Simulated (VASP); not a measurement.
Wanted: the native input for a VASP 6.6.1 run.

```
Task                   : single point
Functional             : LDA
Potentials or basis    : VASP PAW LDA potentials, release 64 (B, N)
Cutoff                 : 600 eV
k mesh                 : 4 × 4 × 3
Occupations            : gaussian, width 0.1 eV
Spin                   : no spin polarisation
Dipole correction      : no
Further INCAR settings : ALGO = Normal; EDIFF = 1e-06; NBANDS = 11
```

The structure of BN lies in POSCAR:

```
BN
1.0
    2.5080409239      0.0000000000      0.0000000000
   -1.2467107647      2.1762310413      0.0000000000
   -0.6306650796     -1.0881155206      3.0225400000
B N
1 1
Direct
    0.9796430000      0.9834990000      0.0018060000
    0.6685060000      0.3323850000      0.9849990000
```

One way to write it, as run:

INCAR

```
SYSTEM = BN
PREC = Accurate ; ENCUT = 600
EDIFF = 1E-6 ; ISMEAR = 0
SIGMA = 0.1 ; LREAL = .False.
LASPH = .True. ; NELM = 120
ALGO = Normal ; ISIF = 2
LWAVE = .False. ; LCHARG = .False.
GGA = CA ; NBANDS = 11
GGA_COMPAT = .False.
```

KPOINTS

```
Automatic mesh
0
Gamma
  4 4 3
  0 0 0
```

Potentials or basis: VASP PAW LDA potentials, release 64 (B, N).

Command:

```bash
$ cat potpaw_LDA.64/B/POTCAR potpaw_LDA.64/N/POTCAR > POTCAR
$ mpirun -np 1 vasp_std > vasp.out
```

Results of the run:

| Property | Result |
| --- | --- |
| Pressure | -3.7 GPa |
| Largest force | 2.749 eV/Å |
| Band gap on the k mesh | 3.44 eV, indirect (least direct gap 4.71 eV) |

Caveat: the k points lie up to 0.77 Å⁻¹ apart; forces of over 1 eV/Å act on the atoms, so gaps and moduli don't describe the material at rest.

It took 7 s on 1 thread of Intel Xeon 6975P-C (shared host), peak memory 0.12 GiB.
